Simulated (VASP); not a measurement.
A run of VASP 6.6.1 is set up as follows.

INCAR

```
PREC = Accurate
ENCUT = 520
EDIFF = 1E-6
ISMEAR = 0
SIGMA = 0.1
LREAL = False
LASPH = True
NELM = 120
ALGO = Normal
ISIF = 2
LWAVE = False
LCHARG = False
LDIPOL = True
IDIPOL = 3
DIPOL = 0.5 0.5 0.500
NBANDS = 11
GGA_COMPAT = False
NELMDL = -8
```

The input KPOINTS:

```
regular mesh
0
Gamma
  21 21 1
```

POSCAR

```
C
1.0
    2.2630000000      0.0000000000      0.0000000000
   -1.1315000000      1.9598154888      0.0000000000
    0.0000000000      0.0000000000     28.0000000000
C
2
Direct
    0.3333333333      0.6666666667      0.5127500000
    0.6666666667      0.3333333333      0.4872500000
```

Potentials or basis: VASP PAW LDA potentials, release 64 (C).

Run with:

```console
$ cat potpaw_LDA.64/C/POTCAR > POTCAR
$ mpirun -np 1 vasp_std > vasp.out
```

**Question.** Predict the largest force.

**Answer.** 9.254 eV/Å.

**Question.** Estimate the band gap on the k mesh.

**Answer.** Zero (bands 4 and 5 overlap by 1.73 eV).

Forces in eV/Å, atoms in the order of the input:
```
C    0.000  0.000 -9.254
C    0.000  0.000  9.254
```
